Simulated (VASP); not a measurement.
# BeTe (F-43m) in VASP: notebook, part 2 of 2

VASP 6.6.1. The steps go on from the part before.

### 4 Single point, revPBE+D3(BJ)

INCAR

```
SYSTEM = BeTe
PREC = Accurate
ENCUT = 600
EDIFF = 1E-6
ISMEAR = -1
SIGMA = 0.05
LREAL = .False.
LASPH = .True.
NELM = 120
ALGO = Normal
ISIF = 2
LWAVE = .False.
LCHARG = .False.
GGA = RE
IVDW = 12
NBANDS = 11
GGA_COMPAT = .False.
```

KPOINTS

```
Automatic mesh
0
Gamma
  8 8 8
  0 0 0
```

POSCAR

```
BeTe
1.0
    0.0000000000      2.7712325428      2.7712325428
    2.7712325428      0.0000000000      2.7712325428
    2.7712325428      2.7712325428      0.0000000000
Te Be
1 1
Direct
    0.7500000000      0.7500000000      0.7500000000
    0.0000000000      0.0000000000      0.0000000000
```

Potentials or basis: VASP PAW PBE potentials, release 64 (Te, Be).

Command:

```console
> cat potpaw_PBE.64/Te/POTCAR potpaw_PBE.64/Be/POTCAR > POTCAR
> mpirun -np 1 vasp_std > vasp.out
```

OUTCAR:

```text
SYSTEM = BeTe
   PREC = Accurate
   ENCUT = 600
   EDIFF = 1E-6
   ISMEAR = -1
   LREAL = .False.
   LASPH = .True.
   NELM = 120
   ISIF = 2
   GGA = RE
   IVDW = 12
 IVDW          = 12

 ion  position               nearest neighbor table
   1  0.750  0.750  0.750-   2 2.40   2 2.40   2 2.40   2 2.40
   2  0.000  0.000  0.000-   1 2.40   1 2.40   1 2.40   1 2.40

  LATTYP: Found a face centered cubic cell.
 ALAT       =     5.5424650856

  Lattice vectors:

 A1 = (   0.0000000000,   2.7712325428,   2.7712325428)
 A2 = (   2.7712325428,   0.0000000000,   2.7712325428)
 A3 = (   2.7712325428,   2.7712325428,   0.0000000000)

Analysis of symmetry for initial positions (statically):
=====================================================================
 Subroutine PRICEL returns:
 Original cell was already a primitive cell.

 Routine SETGRP: Setting up the symmetry group for a
 face centered cubic supercell.

 Subroutine GETGRP returns: Found 24 space group operations
 (whereof 24 operations were pure point group operations)
 out of a pool of 48 trial point group operations.

The static configuration has the point symmetry T_d .

Analysis of symmetry for dynamics (positions and initial velocities):
[... 173 lines left out ...]
      7       9.3020      0.00000
      8       9.9605      0.00000
      9      14.1969      0.00000
     10      16.0291      0.00000
     11      16.0291      0.00000
[... 309 lines left out ...]
 k-point    24 :      -0.3750    0.2500    0.1250
  band No.  band energies     occupation
      1      -5.1612      2.00000
      2       0.3131      2.00000
      3       2.6483      2.00000
      4       3.6713      2.00000
      5       9.9455      0.00000
      6      10.1828      0.00000
      7      12.5610      0.00000
      8      13.6678      0.00000
      9      14.3600      0.00000
     10      17.4600      0.00000
     11      17.8662      0.00000

 [... further k-points ...]

------------------------ aborting loop because EDIFF is reached ----------------------------------------

 Edisp (eV)   -1.37106

 E8    (eV) :    -0.9483

  FORCE on cell =-STRESS in cart. coord.  units (eV):
  Direction    XX          YY          ZZ          XY          YZ          ZX
  --------------------------------------------------------------------------------------
  -------------------------------------------------------------------------------------
  Total       0.03310     0.03310     0.03310     0.00000    -0.00000     0.00000
  in kB       1.24577     1.24577     1.24577     0.00000    -0.00000     0.00000
  external pressure =        1.25 kB  Pullay stress =        0.00 kB

 VOLUME and BASIS-vectors are now :
 -----------------------------------------------------------------------------
  energy-cutoff  :      600.00
  volume of cell :       42.56
      direct lattice vectors                 reciprocal lattice vectors
     0.000000000  2.771232543  2.771232543    -0.180425133  0.180425133  0.180425133
     2.771232543  0.000000000  2.771232543     0.180425133 -0.180425133  0.180425133
     2.771232543  2.771232543  0.000000000     0.180425133  0.180425133 -0.180425133

 POSITION                                       TOTAL-FORCE (eV/Angst)
 -----------------------------------------------------------------------------------
      4.15685      4.15685      4.15685         0.000000      0.000000      0.000000
      0.00000      0.00000      0.00000        -0.000000     -0.000000     -0.000000
 -----------------------------------------------------------------------------------
    total drift:                               -0.000000     -0.000000     -0.000000

  FREE ENERGIE OF THE ION-ELECTRON SYSTEM (eV)
  ---------------------------------------------------
  free  energy   TOTEN  =        -8.4305392943 eV

  energy  without entropy=       -8.4305392941  energy(sigma->0) =       -8.43053929
```

OSZICAR:

```text
N       E                     dE             d eps       ncg     rms          rms(c)
DAV:   1     0.218600082164E+02    0.21860E+02   -0.36479E+03   638   0.665E+02
DAV:   2    -0.594917845877E+01   -0.27809E+02   -0.26320E+02   833   0.100E+02
DAV:   3    -0.718893895011E+01   -0.12398E+01   -0.12371E+01   833   0.220E+01
DAV:   4    -0.720162114689E+01   -0.12682E-01   -0.12681E-01   775   0.252E+00
DAV:   5    -0.720183903283E+01   -0.21789E-03   -0.21788E-03   826   0.321E-01    0.457E+00
DAV:   6    -0.708824507715E+01    0.11359E+00   -0.14039E-01   779   0.160E+00    0.275E+00
DAV:   7    -0.705745181122E+01    0.30793E-01   -0.11958E-01   771   0.155E+00    0.556E-01
DAV:   8    -0.705893901830E+01   -0.14872E-02   -0.80308E-03   724   0.529E-01    0.753E-02
DAV:   9    -0.705933968981E+01   -0.40067E-03   -0.48733E-04   776   0.129E-01    0.339E-02
DAV:  10    -0.705946944623E+01   -0.12976E-03   -0.17866E-04   694   0.715E-02    0.182E-02
DAV:  11    -0.705947587932E+01   -0.64331E-05   -0.58103E-06   816   0.148E-02    0.142E-02
DAV:  12    -0.705948121666E+01   -0.53373E-05   -0.14590E-05   677   0.224E-02    0.128E-02
DAV:  13    -0.705948142702E+01   -0.21036E-06   -0.14211E-07   611   0.275E-03
   1 F= -.84305393E+01 E0= -.84305393E+01  d E =-.157400E-09
```

It took 15 s on 1 thread of AMD EPYC 7R43 (Zen 3), shared host; peak memory 0.16 GiB.

Results:

| Property | Result |
| --- | --- |
| Free energy | -8.4305 eV |
| Pressure | 0.1 GPa |
| Band gap on the k mesh | 1.91 eV (least direct gap 3.59 eV) |
| Dispersion energy per atom | -0.686 eV |

Caveat: the PAW data sets were made with another functional, which shifts forces and pressure a little; spin-orbit coupling is left out, which moves the levels of the heavy elements. As with any semilocal functional, this revPBE gap is likely too small.

### 5 Relaxation of cell and atoms, revPBE+D4

INCAR

```
PREC = Accurate ; ENCUT = 600
EDIFF = 1E-7 ; ISMEAR = -1
SIGMA = 0.05 ; LREAL = False
LASPH = True ; NELM = 120
ALGO = Normal ; ISIF = 3
LWAVE = False ; LCHARG = False
GGA = RE ; IVDW = 13
IBRION = 2 ; NSW = 80
EDIFFG = -0.01 ; GGA_COMPAT = False
NELMIN = 4
```

KPOINTS

```
Automatic mesh
0
Gamma
  8 8 8
```

POSCAR

```
BeTe
1.0
    0.0000000000      2.7700000000      2.7700000000
    2.7700000000      0.0000000000      2.7700000000
    2.7700000000      2.7700000000      0.0000000000
Te Be
1 1
Direct
    0.7500000000      0.7500000000      0.7500000000
    0.0000000000      0.0000000000      0.0000000000
```

Command:

```console
> cat potpaw_PBE.64/Te/POTCAR potpaw_PBE.64/Be/POTCAR > POTCAR
> mpirun -np 1 vasp_std > vasp.out
```

Wall time 27 s (1 thread of AMD EPYC 7R43 (Zen 3), shared host); peak memory 0.15 GiB.

Results (log left out):

| Item | Value |
| --- | --- |
| Free energy | -8.2001 eV |
| Relaxed volume | 21.72 Å³/atom |
| Relaxed cell | a = 3.946 Å, b = 3.946 Å, c = 3.946 Å, α = 60.00°, β = 60.00°, γ = 60.00° |
| Space group after relaxing (to 0.1 Å) | F-43m (No. 216) |
| Energy gained by relaxing | 2.0 meV/atom |
| Ionic steps | 3 |
| Pressure after relaxing | 0.0 GPa |
| Band gap on the k mesh | 1.97 eV (least direct gap 3.61 eV) |
| Dispersion energy per atom | -0.557 eV |

The path:
| step | energy change (eV) | largest force (eV/Å) | pressure (GPa) | volume (Å³) |
| --- | --- | --- | --- | --- |
| 1 | 0.0000 | 0.0000 | 1.40 | 42.51 |
| 2 | -0.0037 | 0.0000 | -0.32 | 43.66 |
| 3 | -0.0040 | 0.0000 | 0.00 | 43.43 |

Final structure:
```xyz
2
Lattice="0.0000 2.7900 2.7900 2.7900 0.0000 2.7900 2.7900 2.7900 0.0000" Properties=species:S:1:pos:R:3 pbc="T T T"
Te    4.1850    4.1850    4.1850
Be    0.0000    0.0000    0.0000
```

Levels at points of the mesh, in eV from the valence-band top:
```csv
k point,band 1,band 2,band 3,band 4,band 5,band 6,band 7,band 8
"(0.00, 0.00, 0.00)",-12.47,0.00,0.00,0.00,3.61,3.61,3.61,4.09
"(0.50, 0.00, 0.00)",-11.05,-5.71,-1.18,-1.18,3.18,4.60,4.60,7.91
"(0.50, 0.50, 0.00)",-10.53,-5.27,-2.74,-2.74,1.97,2.65,9.93,9.93
```

Caveat: the PAW data sets were made with another functional, which shifts forces and pressure a little; spin-orbit coupling is left out, which moves the levels of the heavy elements.

### 6 Summary

```csv
task,level,cell,k mesh,smearing,gap on the mesh (eV),pressure (GPa)
single point,PBE,"a = 3.917 Å, angles 60.0°, 2 atoms",5 × 5 × 5,fermi-dirac 0.02 eV,1.96,4.6
single point,revPBE+D4,"a = 3.943 Å, angles 60.0°, 2 atoms",8 × 8 × 8,fermi-dirac 0.05 eV,1.96,0.1
single point,revPBE+D3(BJ),"a = 3.919 Å, angles 60.0°, 2 atoms",8 × 8 × 8,fermi-dirac 0.05 eV,1.91,0.1
relaxation of cell and atoms,revPBE+D4,"relaxed from a = 3.917 Å, angles 60.0°, 2 atoms",8 × 8 × 8,fermi-dirac 0.05 eV,1.97,0.0
```

Alike in all rows: potentials or basis VASP PAW PBE potentials, release 64 (Te, Be); no spin polarisation; cutoff (eV) 600.

Caveats: spin-orbit coupling is left out, which moves the levels of the heavy elements; the PAW data sets were made with another functional, which shifts forces and pressure a little (at least some runs); the cell stands under pressure (at least some runs); an odd mesh through Γ misses points on the zone boundary, where band edges can lie (at least some runs).

Total energies depend on the potentials used, so only differences within one code and one set of settings carry meaning.
